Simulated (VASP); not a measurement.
# FeSi: single point with LDA

Crystal: FeSi.

```xyz
8
Lattice="4.3690 0.0000 0.0000 0.0000 4.3690 0.0000 0.0000 0.0000 4.3690" Properties=species:S:1:pos:R:3 pbc="T T T"
Fe    0.5977    0.5977    0.5977
Fe    1.5868    3.7712    2.7822
Fe    2.7822    1.5868    3.7712
Fe    3.7712    2.7822    1.5868
Si    3.6735    3.6735    3.6735
Si    2.8800    0.6955    1.4890
Si    1.4890    2.8800    0.6955
Si    0.6955    1.4890    2.8800
```

| Property | Result |
| --- | --- |
| Program | VASP 6.6.1 |
| Task | single point |
| Functional | LDA |
| Potentials or basis | VASP PAW LDA potentials, release 64 (Fe, Si) |
| Cutoff | 520 eV |
| k mesh | 8 × 8 × 8 |
| Occupations | gaussian, width 0.01 eV |
| Spin | no spin polarisation |
| Dipole correction | no |
| Further INCAR settings | ALGO = Normal; EDIFF = 1e-06; NBANDS = 34 |

```yaml
Pressure: 0.9 GPa
Largest_force: 0.049 eV/Å
Band_gap_on_the_k_mesh: 0.13 eV, indirect (least direct gap 0.16 eV)
```

Forces in eV/Å, atoms in the order of the input:
```
Fe   0.028  0.028  0.028
Fe  -0.028 -0.028  0.028
Fe   0.028 -0.028 -0.028
Fe  -0.028  0.028 -0.028
Si   0.004  0.004  0.004
Si  -0.004 -0.004  0.004
Si   0.004 -0.004 -0.004
Si  -0.004  0.004 -0.004
```

Levels at points of the mesh, in eV from the valence-band top:
```
           k point  band 22  band 23  band 24  band 25  band 26  band 27
(0.00, 0.00, 0.00)    -0.29    -0.05    -0.05     0.69     0.69     0.69
(0.50, 0.00, 0.00)    -0.41    -0.02    -0.02     0.18     0.18     1.83
(0.50, 0.50, 0.00)    -1.09    -0.38    -0.38     0.66     0.66     1.38
(0.50, 0.50, 0.50)    -0.71    -0.71    -0.71     0.49     0.49     0.49
```

Wall time 41 s on 1 thread of Intel(R) Xeon(R) 6975P-C (Granite Rapids), with other jobs on the host, peak memory 0.21 GiB.

A k mesh can miss the band edges. Spin polarisation is off, so any magnetic state and its effect on volume and gap are missing.
